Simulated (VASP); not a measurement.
Wanted: the native input for a VASP 6.6.1 run.

| Quantity | Value |
| --- | --- |
| Task | density of states |
| Functional | PBE |
| Potentials or basis | VASP PAW PBE potentials, release 64 (Ba_sv) |
| Cutoff | 520 eV |
| k mesh | 10 × 10 × 10 |
| Occupations | fermi-dirac, width 0.05 eV |
| Spin | no spin polarisation |
| Dipole correction | no |
| k mesh for the DOS | 15 × 15 × 15 |
| Occupations for the DOS | tetrahedron |
| Further INCAR settings | ALGO = Normal; EDIFF = 1e-06; NBANDS = 11 |

Ba:

```xyz
1
Lattice="-2.5000 2.5000 2.5000 2.5000 -2.5000 2.5000 2.5000 2.5000 -2.5000" Properties=species:S:1:pos:R:3 pbc="T T T"
Ba    0.0000    0.0000    0.0000
```

One way to write it, as run:

POSCAR

```
Ba
1.0
   -2.5000000000      2.5000000000      2.5000000000
    2.5000000000     -2.5000000000      2.5000000000
    2.5000000000      2.5000000000     -2.5000000000
Ba
1
Direct
    0.0000000000      0.0000000000      0.0000000000
```

INCAR.step1

```
PREC = Accurate ; ENCUT = 520
EDIFF = 1E-6 ; ISMEAR = -1
SIGMA = 0.05 ; LREAL = False
LASPH = True ; NELM = 100
ALGO = Normal ; ISIF = 2
LWAVE = False ; LCHARG = True
GGA = PE ; NBANDS = 11
```

KPOINTS.step1

```
regular mesh
0
Gamma
  10 10 10
```

INCAR.step2

```
PREC = Accurate ; ENCUT = 520
EDIFF = 1E-6 ; ISMEAR = -5
SIGMA = 0.05 ; LREAL = False
LASPH = True ; NELM = 100
ALGO = Normal ; ISIF = 2
LWAVE = False ; LCHARG = False
GGA = PE ; LORBIT = 10
NBANDS = 11 ; NEDOS = 1001
ICHARG = 11
```

KPOINTS.step2

```
regular mesh
0
Gamma
  15 15 15
```

Potentials or basis: VASP PAW PBE potentials, release 64 (Ba_sv).

The run is started by

```console
$ cat potpaw_PBE.64/Ba_sv/POTCAR > POTCAR
$ cp INCAR.step1 INCAR
$ cp KPOINTS.step1 KPOINTS
$ mpirun -np 1 vasp_std > vasp.out
$ cp INCAR.step2 INCAR
$ cp KPOINTS.step2 KPOINTS
$ mpirun -np 1 vasp_std > vasp.out
```

It gave:

| Property | Result |
| --- | --- |
| Valence electrons inside the program's atomic spheres | Ba 7.89 |

Caveat: spin-orbit coupling is left out, which moves the levels of the heavy elements.

Wall time 48 s on 1 thread of Intel Xeon 6975P-C, on a shared host, peak memory 0.23 GiB.
